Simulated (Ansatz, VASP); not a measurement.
AlRu: VASP beside Ansatz

```
CELL_PARAMETERS angstrom
2.95357 0.00000 0.00000
0.00000 4.17698 0.00000
0.00000 0.00000 20.17700
ATOMIC_POSITIONS crystal
Ru 0.75000 0.25000 0.39849
Ru 0.75000 0.75000 0.50000
Ru 0.75000 0.25000 0.60151
Al 0.25000 0.75000 0.39695
Al 0.25000 0.25000 0.50000
Al 0.25000 0.75000 0.60305
```

Alike in both runs: functional LDA; k mesh 12 × 9 × 1; occupations fermi-dirac, width 0.05 eV; no spin polarisation.

Ansatz relaxed the structure, and its values are those at the end. VASP's run is a single point on that final structure, the one shown.

|  | VASP | Ansatz |
| --- | --- | --- |
| version | VASP 6.6.1 | Ansatz 0.2.0 |
| potentials or method | VASP PAW LDA potentials, release 64 (Ru_pv, Al), cutoff 520 eV | all-electron LAPW, scalar-relativistic |

```tsv
	VASP	Ansatz	Ansatz less VASP
rms of the force components (eV/Å)	0.016	0.003	-0.0127
```

LDA's correlation is that of Perdew and Zunger in VASP and of Perdew and Wang (1992) in Ansatz. Ansatz ran all-electron here, and VASP with PAW potentials.
